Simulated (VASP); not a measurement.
# Be3Cl2: relaxation of cell and atoms with PBE

Be3Cl2:

```
Be Cl
1.0
     4.32340   -3.01943    0.00000
     4.32340    3.01943    0.00000
    -1.06102    0.00000    3.82038
Be Cl
3 2
Direct
  0.46514 0.76967 0.06762
  0.23033 0.53486 0.93238
  0.29134 0.70866 0.50000
  0.86226 0.76574 0.14335
  0.23426 0.13774 0.85665
```

The cell was generated, and may not be a known phase.

| Property | Result |
| --- | --- |
| Program | VASP 6.6.1 |
| Task | relaxation of cell and atoms |
| Functional | PBE |
| Potentials or basis | VASP PAW PBE potentials, release 64 (Be, Cl) |
| Cutoff | 600 eV |
| k mesh | 6 × 6 × 8 |
| Occupations | gaussian, width 0.02 eV |
| Spin | no spin polarisation |
| Dipole correction | no |
| Further INCAR settings | ALGO = Normal; EDIFF = 1e-06; IBRION = 2; EDIFFG = -0.01; NSW = 100; ISIF = 3 |

* Relaxed volume: 20.00 Å³/atom
* Relaxed cell: a = 5.276 Å, b = 5.276 Å, c = 3.965 Å, α = 102.68°, β = 102.68°, γ = 70.13°
* Space group after relaxing (to 0.1 Å): C2 (No. 5)
* Energy gained by relaxing: 0.1 meV/atom
* Ionic steps: 6
* Pressure after relaxing: 0.0 GPa
* Largest force after relaxing: 0.006 eV/Å
* Band gap on the k mesh: 1.18 eV (least direct gap 1.35 eV)

Forces on the atoms (eV/Å):
```
Be   0.000  0.004  0.000
Be   0.000  0.004  0.000
Be   0.000 -0.006  0.000
Cl   0.002  0.000  0.000
Cl  -0.002  0.000  0.000
```

Step by step:
```
step  energy change (eV)  largest force (eV/Å)  pressure (GPa)  volume (Å³)
   1              0.0000                0.0337            0.11        99.74
   2             -0.0003                0.0196            0.02        99.95
   3             -0.0004                0.0277           -0.01       100.03
   4             -0.0005                0.0133           -0.03       100.05
   5             -0.0005                0.0105           -0.04       100.08
   6             -0.0006                0.0062            0.00        99.98
```

Final structure:
```yaml
crystal:
  lattice:
    - [4.31816, -3.03106, -0.00223]
    - [4.31816, 3.03106, -0.00223]
    - [-1.06172, 0.00000, 3.82008]
  atoms:
    - { symbol: Be, position: [0.46496, 0.77003, 0.06760] }
    - { symbol: Be, position: [0.22997, 0.53504, 0.93240] }
    - { symbol: Be, position: [0.29235, 0.70765, 0.50000] }
    - { symbol: Cl, position: [0.86243, 0.76638, 0.14445] }
    - { symbol: Cl, position: [0.23362, 0.13757, 0.85555] }
```

Levels at points of the mesh, in eV from the valence-band top:
```tsv
k point	band 7	band 8	band 9	band 10	band 11	band 12	band 13	band 14
(0.00, 0.00, 0.00)	-4.44	-4.28	-3.15	-0.04	2.54	3.55	4.03	4.41
(0.50, 0.00, 0.00)	-4.19	-4.13	-2.85	-0.09	1.68	2.88	3.98	4.78
(0.50, 0.50, 0.00)	-4.35	-3.78	-2.24	-0.02	1.32	1.59	3.86	5.64
(0.00, 0.00, 0.50)	-4.73	-4.15	-2.82	-0.81	1.18	2.89	3.42	6.35
(0.50, 0.00, 0.50)	-4.55	-4.22	-2.41	-1.25	1.35	3.25	4.09	5.32
(0.50, 0.50, 0.50)	-4.98	-3.92	-1.77	-1.63	2.54	2.85	3.17	4.53
```

It took 4.3 min on 1 thread of Oxide Virtual Turin-like Processor (shared host), peak memory 0.28 GiB.

A k mesh can miss the band edges.
